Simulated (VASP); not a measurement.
# HfN (F-43m) in VASP: notebook

Aim: see how the results for HfN move with the level of theory and the settings. Levels: LDA+U, LDA, PBEsol. Tasks: relaxation of cell and atoms, single point.

Everything below comes from runs of VASP 6.6.1. Logs are shortened: lines on timing, memory, paths and dates and some standing lists are left out, and cuts for length are marked.

## Step 1: The cell of the first run

It takes space group F-43m (No. 216, cubic). The conventional cell has a = 4.910 Å, b = 4.910 Å, c = 4.910 Å, α = 90.00°, β = 90.00°, γ = 90.00°. Within 2.8 Å of Hf (site symmetry -43m) lie 4 N at 2.13 Å. N (site symmetry -43m) has 4 Hf at 2.13 Å within 2.8 Å.

## Step 2: Relaxation of cell and atoms, LDA+U

Contents of INCAR:

```
PREC = Accurate ; ENCUT = 600
EDIFF = 1E-6 ; ISMEAR = -1
SIGMA = 0.05 ; LREAL = F
LASPH = T ; NELM = 150
ALGO = Normal ; ISIF = 3
LWAVE = F ; LCHARG = F
LMAXMIX = 4 ; LDAU = T
LDAUTYPE = 2 ; LDAUL = 2 -1
LDAUU = 1 0 ; LDAUJ = 0 0
LDAUPRINT = 1 ; IBRION = 2
NSW = 60 ; EDIFFG = -0.01
```

Contents of KPOINTS:

```
Automatic mesh
0
Gamma
  9 9 9
```

Contents of POSCAR:

```
HfN
1.0
    0.0000000000      2.4548220000      2.4548220000
    2.4548220000      0.0000000000      2.4548220000
    2.4548220000      2.4548220000      0.0000000000
Hf N
1 1
Direct
    0.0000000000      0.0000000000      0.0000000000
    0.2500000000      0.2500000000      0.2500000000
```

Potentials or basis: VASP PAW LDA potentials, release 64 (Hf_pv, N).

Command:

```sh
$ cat potpaw_LDA.64/Hf_pv/POTCAR potpaw_LDA.64/N/POTCAR > POTCAR
$ mpirun -np 1 vasp_std > vasp.out
```

OUTCAR:

```text
PREC = Accurate
   ENCUT = 600
   EDIFF = 1E-6
   ISMEAR = -1
   LREAL = F
   LASPH = T
   NELM = 150
   ISIF = 3
   IBRION = 2
   NSW = 60
   EDIFFG = -0.01

 ion  position               nearest neighbor table
   1  0.000  0.000  0.000-   2 2.13   2 2.13   2 2.13   2 2.13
   2  0.250  0.250  0.250-   1 2.13   1 2.13   1 2.13   1 2.13

  LATTYP: Found a face centered cubic cell.
 ALAT       =     4.9096440000

  Lattice vectors:

 A1 = (   0.0000000000,   2.4548220000,   2.4548220000)
 A2 = (   2.4548220000,   0.0000000000,   2.4548220000)
 A3 = (   2.4548220000,   2.4548220000,   0.0000000000)

Analysis of symmetry for initial positions (statically):
=====================================================================
 Subroutine PRICEL returns:
 Original cell was already a primitive cell.

 Routine SETGRP: Setting up the symmetry group for a
 face centered cubic supercell.

 Subroutine GETGRP returns: Found 24 space group operations
 (whereof 24 operations were pure point group operations)
 out of a pool of 48 trial point group operations.

The static configuration has the point symmetry T_d .

Analysis of symmetry for dynamics (positions and initial velocities):
=====================================================================
 Subroutine PRICEL returns:
 Original cell was already a primitive cell.

 Routine SETGRP: Setting up the symmetry group for a
 face centered cubic supercell.

 Subroutine GETGRP returns: Found 24 space group operations
 (whereof 24 operations were pure point group operations)
 out of a pool of 48 trial point group operations.

The dynamic configuration has the point symmetry T_d .

 Subroutine INISYM returns: Found 24 space group operations
 (whereof 24 operations are pure point group operations),
 and found     1 'primitive' translations

----------------------------------------------------------------------------------------

                                     Primitive cell

  volume of cell :      29.5863

  direct lattice vectors                    reciprocal lattice vectors
     0.000000000  2.454822000  2.454822000    -0.203680756  0.203680756  0.203680756
     2.454822000  0.000000000  2.454822000     0.203680756 -0.203680756  0.203680756
     2.454822000  2.454822000  0.000000000     0.203680756  0.203680756 -0.203680756

  length of vectors
     3.471642566  3.471642566  3.471642566     0.352785417  0.352785417  0.352785417

  position of ions in fractional coordinates (direct lattice)
     0.000000000  0.000000000  0.000000000
     0.250000000  0.250000000  0.250000000

  ion indices of the primitive-cell ions
   primitive index   ion index
                 1           1
                 2           2

----------------------------------------------------------------------------------------

 KPOINTS: Automatic mesh

Automatic generation of k-mesh.
 Grid dimensions read from file:
 generate k-points for:    9    9    9

 Generating k-lattice:

  Cartesian coordinates                     Fractional coordinates (reciprocal lattice)
    -0.022631195  0.022631195  0.022631195     0.111111111  0.000000000  0.000000000
     0.022631195 -0.022631195  0.022631195     0.000000000  0.111111111  0.000000000
     0.022631195  0.022631195 -0.022631195     0.000000000  0.000000000  0.111111111

  Length of vectors
     0.039198380  0.039198380  0.039198380

  Shift w.r.t. Gamma in fractional coordinates (k-lattice)
     0.000000000  0.000000000  0.000000000

 Subroutine IBZKPT returns following result:
 ===========================================

 Found     35 irreducible k-points:
[... 53 lines left out ...]
   ISYM   =      2    0-nonsym 1-usesym 2-fastsym
   POTIM  = 0.5000    time-step for ionic-motion
   TEBEG  =    0.0;   TEEND  =   0.0 temperature during run
   PSTRESS=    0.0 pullay stress
   NELECT =      15.0000    total number of electrons
   NUPDOWN=      -1.0000    fix difference up-down
   EMIN   =  10.00;   EMAX   =-10.00  energy-range for DOS
   EFERMI =   0.00;   METHOD = LEGACY
[... 37 lines left out ...]

atom =   1  type =  1  l = 2

 onsite density matrix

spin component  1

  0.2296 -0.0000  0.0000 -0.0000 -0.0000
 -0.0000  0.2296  0.0000  0.0000 -0.0000
  0.0000  0.0000  0.0949 -0.0000 -0.0000
 -0.0000  0.0000 -0.0000  0.2296 -0.0000
 -0.0000 -0.0000 -0.0000 -0.0000  0.0949

spin component  2

  0.2296 -0.0000  0.0000 -0.0000 -0.0000
 -0.0000  0.2296  0.0000  0.0000 -0.0000
  0.0000  0.0000  0.0949 -0.0000 -0.0000
 -0.0000  0.0000 -0.0000  0.2296 -0.0000
 -0.0000 -0.0000 -0.0000 -0.0000  0.0949

 occupancies and eigenvectors

  o =  0.0949  v =  0.0000  0.0000  0.2170  0.0000  0.9762  0.0000  0.0000  0.0000  0.0000  0.0000      0.0000  0.0000  0.0000  0.0000  0.0000  0.0000  0.0000  0.0000  0.0000  0.0000
  o =  0.0949  v =  0.0000  0.0000  0.0000  0.0000  0.0000  0.0000  0.0000  0.2170  0.0000  0.9762      0.0000  0.0000  0.0000  0.0000  0.0000  0.0000  0.0000  0.0000  0.0000  0.0000
  o =  0.0949  v =  0.0000 -0.0000  0.9762 -0.0000 -0.2170  0.0000  0.0000  0.0000  0.0000  0.0000      0.0000  0.0000  0.0000  0.0000  0.0000  0.0000  0.0000  0.0000  0.0000  0.0000
  o =  0.0949  v =  0.0000  0.0000  0.0000  0.0000  0.0000  0.0000 -0.0000  0.9762 -0.0000 -0.2170      0.0000  0.0000  0.0000  0.0000  0.0000  0.0000  0.0000  0.0000  0.0000  0.0000
  o =  0.2296  v =  0.0000 -0.0019  0.0000 -1.0000  0.0000  0.0000  0.0000  0.0000  0.0000  0.0000      0.0000  0.0000  0.0000  0.0000  0.0000  0.0000  0.0000  0.0000  0.0000  0.0000
  o =  0.2296  v =  0.0000  0.0000  0.0000  0.0000  0.0000  0.0000 -0.0019  0.0000 -1.0000  0.0000      0.0000  0.0000  0.0000  0.0000  0.0000  0.0000  0.0000  0.0000  0.0000  0.0000
  o =  0.2296  v =  0.0000  0.0000  0.0000  0.0000  0.0000  1.0000  0.0000  0.0000  0.0000  0.0000      0.0000  0.0000  0.0000  0.0000  0.0000  0.0000  0.0000  0.0000  0.0000  0.0000
  o =  0.2296  v =  1.0000  0.0000  0.0000  0.0000  0.0000  0.0000  0.0000  0.0000  0.0000  0.0000      0.0000  0.0000  0.0000  0.0000  0.0000  0.0000  0.0000  0.0000  0.0000  0.0000
  o =  0.2296  v =  0.0000  1.0000  0.0000 -0.0019 -0.0000  0.0000  0.0000  0.0000  0.0000  0.0000      0.0000  0.0000  0.0000  0.0000  0.0000  0.0000  0.0000  0.0000  0.0000  0.0000
  o =  0.2296  v =  0.0000  0.0000  0.0000  0.0000  0.0000  0.0000  1.0000  0.0000 -0.0019 -0.0000      0.0000  0.0000  0.0000  0.0000  0.0000  0.0000  0.0000  0.0000  0.0000  0.0000

--------------------------------------- Ionic step        4  -------------------------------------------

 number of electron      15.0000001 magnetization

 Free energy of the ion-electron system (eV)
  ---------------------------------------------------
  ext. energy  EPLUGINS =         0.00000000
  ---------------------------------------------------
  free energy    TOTEN  =       -22.35448514 eV

  energy without entropy =      -22.34915937  energy(sigma->0) =      -22.35182226

 E-fermi :   5.9749     XC(G=0): -11.6838

 val. band max:        5.9484208276   @ k =  -0.2222   0.3333   0.1111
 cond. band min:       5.9893305510   @ k =   0.1111   0.0000   0.0000
 fundamental gap:      0.0409097234
 Fermi energy:         5.9749316278

 k-point     1 :       0.0000    0.0000    0.0000
  band No.  band energies     occupation
      1     -25.0352      2.00000
      2     -25.0352      2.00000
      3     -25.0352      2.00000
      4     -10.1908      2.00000
      5       0.3603      2.00000
      6       0.3603      2.00000
      7       0.3603      2.00000
      8       5.3429      1.99999
      9       8.3546      0.00000
     10       8.3546      0.00000
     11      12.7506      0.00000
[... 309 lines left out ...]
 k-point    24 :       0.4444    0.4444    0.0000
  band No.  band energies     occupation
      1     -25.5640      2.00000
      2     -25.2161      2.00000
      3     -25.2161      2.00000
      4      -8.5901      2.00000
      5      -1.1513      2.00000
      6       2.2396      2.00000
      7       2.2396      2.00000
      8       4.8103      2.00000
      9       8.4236      0.00000
     10      10.1979      0.00000
     11      10.9689      0.00000

 [... further k-points ...]
[... 5 lines left out ...]
  --------------------------------------------------------------------------------------
  -------------------------------------------------------------------------------------
  Total        0.0028292      0.0028292      0.0028292     -0.0000000      0.0000000     -0.0000000
  in kB        0.1589038      0.1589038      0.1589038     -0.0000000      0.0000000     -0.0000000
  external PRESSURE =       0.1589038 kB  Pullay stress =       0.0000000 kB
[... 17 lines left out ...]
  FREE ENERGIE OF THE ION-ELECTRON SYSTEM (eV)
  ---------------------------------------------------
  free  energy   TOTEN  =       -22.3544851376 eV

  energy  without entropy=      -22.3491593743  energy(sigma->0) =      -22.35182226

 reached required accuracy - stopping structural energy minimisation
```

It took 27 s on 1 thread of Intel Xeon 6975P-C, shared host; peak memory 0.16 GiB.

What came out:

- Free energy: -22.3545 eV
- Relaxed volume: 14.26 Å³/atom
- Relaxed cell: a = 3.430 Å, b = 3.430 Å, c = 3.430 Å, α = 60.00°, β = 60.00°, γ = 60.00°
- Space group after relaxing (to 0.05 Å): F-43m (No. 216)
- Energy gained by relaxing: 12.2 meV/atom
- Ionic steps: 4
- Pressure after relaxing: 0.0 GPa

Step by step:
```tsv
step	energy change (eV)	largest force (eV/Å)	pressure (GPa)	volume (Å³)
1	0.0000	0.0000	-7.16	29.59
2	0.0486	0.0000	14.67	26.85
3	-0.0244	0.0000	-0.14	28.55
4	-0.0244	0.0000	0.02	28.53
```

Final structure:
```
CELL_PARAMETERS angstrom
0.00000 2.42513 2.42513
2.42513 0.00000 2.42513
2.42513 2.42513 0.00000
ATOMIC_POSITIONS crystal
Hf 0.00000 0.00000 0.00000
N 0.25000 0.25000 0.25000
```

Eigenvalues of the final occupation matrices:
```tsv
site	spin	trace	eigenvalues
site 1 d	1	0.88	0.09 0.09 0.23 0.23 0.23
site 1 d	2	0.88	0.09 0.09 0.23 0.23 0.23
```

Caveat: spin-orbit coupling is left out, which moves the levels of the heavy elements; U without spin polarisation on a metal has little footing.

## Step 3: Relaxation of cell and atoms, LDA+U

Contents of INCAR:

```
SYSTEM = HfN
ALGO = Normal ; EDIFF = 1E-7
EDIFFG = -0.01 ; ENCUT = 600
GGA = CA ; IBRION = 2
ISIF = 3 ; ISMEAR = -1
LASPH = .TRUE. ; LCHARG = .FALSE.
LDAU = .TRUE. ; LDAUJ = 0 0
LDAUL = 2 -1 ; LDAUPRINT = 1
LDAUTYPE = 2 ; LDAUU = 2 0
LMAXMIX = 4 ; LREAL = .FALSE.
LWAVE = .FALSE. ; NELM = 150
NSW = 60 ; PREC = Accurate
SIGMA = 0.05
```

Contents of KPOINTS:

```
k-points
0
G
  9 9 9
  0 0 0
```

POSCAR is that of step 2.

Potentials or basis: VASP PAW LDA potentials, release 64 (Hf_pv, N).

Command:

```sh
$ cat potpaw_LDA.64/Hf_pv/POTCAR potpaw_LDA.64/N/POTCAR > POTCAR
$ mpirun -np 1 vasp_std > vasp.out
```

Run time: 26 s. Hardware: 1 thread of Intel Xeon 6975P-C, shared host; peak memory 0.16 GiB.

Results (log left out):

| Property | Result |
| --- | --- |
| Free energy | -21.6630 eV |
| Relaxed volume | 14.48 Å³/atom |
| Relaxed cell | a = 3.447 Å, b = 3.447 Å, c = 3.447 Å, α = 60.00°, β = 60.00°, γ = 60.00° |
| Space group after relaxing (to 0.05 Å) | F-43m (No. 216) |
| Energy gained by relaxing | 4.2 meV/atom |
| Ionic steps | 3 |
| Pressure after relaxing | 0.0 GPa |

Step by step:
```csv
step,energy change (eV),largest force (eV/Å),pressure (GPa),volume (Å³)
1,0.0000,0.0000,-4.25,29.59
2,0.0162,0.0000,7.97,27.94
3,-0.0085,0.0000,-0.05,28.97
```

Final structure:
```yaml
crystal:
  lattice:
    - [0.00000, 2.43754, 2.43754]
    - [2.43754, 0.00000, 2.43754]
    - [2.43754, 2.43754, 0.00000]
  atoms:
    - { symbol: Hf, position: [0.00000, 0.00000, 0.00000] }
    - { symbol: N, position: [0.25000, 0.25000, 0.25000] }
```

Levels at points of the mesh, in eV from the Fermi level:
```
           k point  band 6  band 7  band 8  band 9  band 10  band 11
(0.00, 0.00, 0.00)   -5.52   -5.52   -0.75    2.53     2.53     6.69
```

Eigenvalues of the final occupation matrices:
```tsv
site	spin	trace	eigenvalues
site 1 d	1	0.84	0.09 0.09 0.22 0.22 0.22
site 1 d	2	0.84	0.09 0.09 0.22 0.22 0.22
```

Caveat: spin-orbit coupling is left out, which moves the levels of the heavy elements; U without spin polarisation on a metal has little footing.

## Step 4: Relaxation of cell and atoms, LDA+U

Contents of INCAR:

```
SYSTEM = HfN
PREC     = Accurate       ! precision mode
ENCUT    = 600            ! plane-wave cutoff, eV
EDIFF    = 1E-7           ! SCF threshold, eV
ISMEAR   = -1             ! smearing method
SIGMA    = 0.05           ! smearing width, eV
LREAL    = .FALSE.        ! projectors in reciprocal space
LASPH    = .TRUE.         ! aspherical terms in the spheres
NELM     = 150            ! most SCF steps
ALGO     = Normal         ! electronic algorithm
ISIF     = 3              ! what is computed and relaxed
LWAVE    = .FALSE.        ! write WAVECAR
LCHARG   = .FALSE.        ! write CHGCAR
LMAXMIX  = 4              ! l up to which the mixer works
LDAU     = .TRUE.         ! DFT+U
LDAUTYPE = 2            
LDAUL    = 2 -1           ! shell
LDAUU    = 3 0            ! U, eV
LDAUJ    = 0 0          
LDAUPRINT= 1            
GGA      = CA             ! functional
IBRION   = 2              ! ionic algorithm
NSW      = 60             ! ionic steps
EDIFFG   = -0.01          ! ionic threshold
```

Contents of KPOINTS:

```
regular mesh
0
G
  9 9 9
  0 0 0
```

POSCAR is that of step 3.

Command:

```sh
$ cat potpaw_LDA.64/Hf_pv/POTCAR potpaw_LDA.64/N/POTCAR > POTCAR
$ mpirun -np 1 vasp_std > vasp.out
```

Wall time 24 s (1 thread of Intel Xeon 6975P-C, shared host); peak memory 0.16 GiB.

The run converged. Its results:

```
Free energy                            : -20.9935 eV
Relaxed volume                         : 14.70 Å³/atom
Relaxed cell                           : a = 3.464 Å, b = 3.464 Å, c = 3.464 Å, α = 60.00°, β = 60.00°, γ = 60.00°
Space group after relaxing (to 0.05 Å) : F-43m (No. 216)
Energy gained by relaxing              : 0.4 meV/atom
Ionic steps                            : 3
Pressure after relaxing                : 0.0 GPa
```

The path:
```tsv
step	energy change (eV)	largest force (eV/Å)	pressure (GPa)	volume (Å³)
1	0.0000	0.0000	-1.26	29.59
2	0.0013	0.0000	2.18	29.09
3	-0.0007	0.0000	0.00	29.40
```

Final structure:
```xyz
2
Lattice="0.0000 2.4496 2.4496 2.4496 0.0000 2.4496 2.4496 2.4496 0.0000" Properties=species:S:1:pos:R:3 pbc="T T T"
Hf    0.0000    0.0000    0.0000
N     1.2248    1.2248    1.2248
```

Levels at points of the mesh, in eV from the Fermi level:
| k point | band 5 | band 6 | band 7 | band 8 | band 9 | band 10 | band 11 |
| --- | --- | --- | --- | --- | --- | --- | --- |
| (0.00, 0.00, 0.00) | -5.43 | -5.43 | -5.43 | -0.88 | 2.68 | 2.68 | 6.61 |

Eigenvalues of the final occupation matrices:
```tsv
site	spin	trace	eigenvalues
site 1 d	1	0.81	0.08 0.08 0.22 0.22 0.22
site 1 d	2	0.81	0.08 0.08 0.22 0.22 0.22
```

Caveat: spin-orbit coupling is left out, which moves the levels of the heavy elements; U without spin polarisation on a metal has little footing.

## Step 5: Single point, LDA

This run uses another cell than the first one, of 14.07 Å³/atom, 0.951 times its volume.

Contents of INCAR:

```
SYSTEM = HfN
ALGO     = Normal         ! electronic algorithm
EDIFF    = 1E-7           ! SCF threshold, eV
ENCUT    = 520            ! plane-wave cutoff, eV
GGA      = CA             ! functional
ISIF     = 2              ! what is computed and relaxed
ISMEAR   = -1             ! smearing method
LASPH    = .True.         ! aspherical terms in the spheres
LCHARG   = .False.        ! write CHGCAR
LREAL    = .False.        ! projectors in reciprocal space
LWAVE    = .False.        ! write WAVECAR
NBANDS   = 14             ! bands
NELM     = 60             ! most SCF steps
PREC     = Accurate       ! precision mode
SIGMA    = 0.05           ! smearing width, eV
```

Contents of KPOINTS:

```
k-points
0
Gamma
  9 9 9
  0 0 0
```

Contents of POSCAR:

```
HfN
1.0
    0.0000000000      2.4142418910      2.4142418910
    2.4142418910      0.0000000000      2.4142418910
    2.4142418910      2.4142418910      0.0000000000
Hf N
1 1
Direct
    0.0000000000      0.0000000000      0.0000000000
    0.2500000000      0.2500000000      0.2500000000
```

Command:

```sh
$ cat potpaw_LDA.64/Hf_pv/POTCAR potpaw_LDA.64/N/POTCAR > POTCAR
$ mpirun -np 1 vasp_std > vasp.out
```

Wall time 8.2 s (1 thread of Intel Xeon 6975P-C (Granite Rapids), shared host); peak memory 0.14 GiB.

The run converged. Its results:

```
Free energy : -23.0660 eV
Pressure    : -0.2 GPa
```

Levels at points of the mesh, in eV from the Fermi level:
```tsv
k point	band 4	band 5	band 6	band 7	band 8	band 9	band 10	band 11
(0.00, 0.00, 0.00)	-16.18	-5.69	-5.69	-5.69	-0.51	2.24	2.24	6.86
```

Caveat: spin-orbit coupling is left out, which moves the levels of the heavy elements.

## Step 6: Single point, PBEsol

This run uses another cell than the first one, of 14.41 Å³/atom, 0.974 times its volume.

Contents of INCAR:

```
SYSTEM = HfN
PREC = Accurate
ENCUT = 520
EDIFF = 1E-6
ISMEAR = -1
SIGMA = 0.05
LREAL = .FALSE.
LASPH = .TRUE.
NELM = 80
ALGO = Normal
ISIF = 2
LWAVE = .FALSE.
LCHARG = .TRUE.
GGA = PS
LELF = .TRUE.
LVHAR = .TRUE.
NBANDS = 14
```

Contents of KPOINTS:

```
regular mesh
0
G
  9 9 9
  0 0 0
```

Contents of POSCAR:

```
HfN
1.0
    0.0000000000      2.4332852075      2.4332852075
    2.4332852075      0.0000000000      2.4332852075
    2.4332852075      2.4332852075      0.0000000000
Hf N
1 1
Direct
    0.0000000000      0.0000000000      0.0000000000
    0.2500000000      0.2500000000      0.2500000000
```

Potentials or basis: VASP PAW PBE potentials, release 64 (Hf_pv, N).

Command:

```sh
$ cat potpaw_PBE.64/Hf_pv/POTCAR potpaw_PBE.64/N/POTCAR > POTCAR
$ mpirun -np 1 vasp_std > vasp.out
```

It took 8.6 s on 1 thread of Intel Xeon 6975P-C (Granite Rapids), shared host; peak memory 0.16 GiB.

The run converged. Its results:

```yaml
Free_energy: -22.2715 eV
Pressure: -0.8 GPa
```

Levels at points of the mesh, in eV from the Fermi level:
| k point | band 6 | band 7 | band 8 | band 9 | band 10 | band 11 |
| --- | --- | --- | --- | --- | --- | --- |
| (0.00, 0.00, 0.00) | -5.57 | -5.57 | -0.66 | 2.28 | 2.28 | 6.77 |

Caveat: the PAW data sets were made with another functional, which shifts forces and pressure a little; spin-orbit coupling is left out, which moves the levels of the heavy elements.

## Step 7: Summary

| task | level | potentials or basis | U | cell | cutoff (eV) | gap on the mesh (eV) | pressure (GPa) | relaxed volume (Å³/atom) |
| --- | --- | --- | --- | --- | --- | --- | --- | --- |
| relaxation of cell and atoms | LDA+U | VASP PAW LDA potentials, release 64 (Hf_pv, N) | Hf d U = 1.0 eV | relaxed from a = 3.472 Å, angles 60.0°, 2 atoms | 600 | none | 0.0 | 14.26 |
| relaxation of cell and atoms | LDA+U | VASP PAW LDA potentials, release 64 (Hf_pv, N) | Hf d U = 2.0 eV | relaxed from a = 3.472 Å, angles 60.0°, 2 atoms | 600 | none | 0.0 | 14.48 |
| relaxation of cell and atoms | LDA+U | VASP PAW LDA potentials, release 64 (Hf_pv, N) | Hf d U = 3.0 eV | relaxed from a = 3.472 Å, angles 60.0°, 2 atoms | 600 | none | 0.0 | 14.70 |
| single point | LDA | VASP PAW LDA potentials, release 64 (Hf_pv, N) | - | a = 3.414 Å, angles 60.0°, 2 atoms | 520 | none | -0.2 | - |
| single point | PBEsol | VASP PAW PBE potentials, release 64 (Hf_pv, N) | - | a = 3.441 Å, angles 60.0°, 2 atoms | 520 | none | -0.8 | - |

Alike in all rows: no spin polarisation; k mesh 9 × 9 × 9; smearing fermi-dirac 0.05 eV.

Caveats: spin-orbit coupling is left out, which moves the levels of the heavy elements; U without spin polarisation on a metal has little footing (some runs); the PAW data sets were made with another functional, which shifts forces and pressure a little (some runs).

Total energies depend on the potentials used, so only differences within one code and one set of settings carry meaning.
